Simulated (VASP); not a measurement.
A run of VASP 6.6.1 is set up as follows.

Contents of INCAR:

```
PREC = Accurate
ENCUT = 520
EDIFF = 1E-7
ISMEAR = 0
SIGMA = 0.01
LREAL = F
LASPH = T
NELM = 60
ALGO = Normal
ISIF = 2
LWAVE = F
LCHARG = T
GGA = CA
LELF = T
LVHAR = T
NBANDS = 31
```

The input KPOINTS:

```
Automatic mesh
0
Gamma
  6 6 6
```

The input POSCAR:

```
HfIN
1.0
    1.8214268464      1.0516007204     10.6329727370
   -1.8214268464      1.0516007204     10.6329727370
    0.0000000000     -2.1032024272     10.6329727370
Hf I N
2 2 2
Direct
    0.7944020000      0.7944020000      0.7944020000
    0.2055980000      0.2055980000      0.2055980000
    0.3930470000      0.3930470000      0.3930470000
    0.6069530000      0.6069530000      0.6069530000
    0.1399440000      0.1399440000      0.1399440000
    0.8600560000      0.8600560000      0.8600560000
```

Potentials or basis: VASP PAW LDA potentials, release 64 (Hf_pv, I, N).

Command:

```console
$ cat potpaw_LDA.64/Hf_pv/POTCAR potpaw_LDA.64/I/POTCAR potpaw_LDA.64/N/POTCAR > POTCAR
$ mpirun -np 1 vasp_std > vasp.out
```

(1) Predict the largest force.

(2) Estimate the band gap on the k mesh.

(3) What does it give for the pressure?

Results:

(1) 0.231 eV/Å.

(2) 0.73 eV (least direct gap 2.00 eV).

(3) -0.5 GPa.

Caveat: semilocal functionals underestimate gaps, and a narrow one can read as zero; spin-orbit coupling is left out, which moves the levels of the heavy elements.
